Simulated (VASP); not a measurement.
Crystal: Si3As2.

```
Si As
1.0
     4.29594    0.00000    0.00000
    -2.14797    3.72039    0.00000
     0.00000    0.00000    5.32844
Si As
3 2
Direct
  0.66667 0.33333 0.24227
  0.66667 0.33333 0.75773
  0.00000 0.00000 0.50000
  0.00000 0.00000 0.00000
  0.33333 0.66667 0.50000
```

The cell was generated, and may not be a known phase.

* Program: VASP 6.6.1
* Task: relaxation of cell and atoms
* Functional: PBE
* Potentials or basis: VASP PAW PBE potentials, release 64 (Si, As)
* Cutoff: 500 eV
* k mesh: 4 × 4 × 3
* Occupations: gaussian, width 0.2 eV
* Spin: no spin polarisation

At the start: pressure 7.6 GPa; volume 17.03 Å³/atom.

Question: Where does the relaxation end?

Answer: Over 5 steps the energy falls by 40.1 meV/atom and the volume is 18.65 Å³/atom (+9.5 %); space group P-6m2 (No. 187, to 0.1 Å) before and after.

The path:
```csv
step,energy change (eV),largest force (eV/Å),pressure (GPa),volume (Å³)
1,0.0000,0.0081,7.64,85.16
2,-0.1860,0.0127,-1.81,95.55
3,-0.1993,0.0080,-0.13,93.24
4,-0.1993,0.0083,-0.25,93.41
5,-0.2007,0.0293,-0.19,93.24
```

Final structure:
```
Si As
1.0
     4.46618    0.00000    0.00000
    -2.23309    3.86782    0.00000
     0.00000    0.00000    5.39758
Si As
3 2
Direct
  0.66667 0.33333 0.24226
  0.66667 0.33333 0.75774
  0.00000 0.00000 0.50000
  0.00000 0.00000 0.00000
  0.33333 0.66667 0.50000
```

Caveat: the k points lie up to 0.41 Å⁻¹ apart in the final cell, too coarse for converged energies and pressures of a metal.
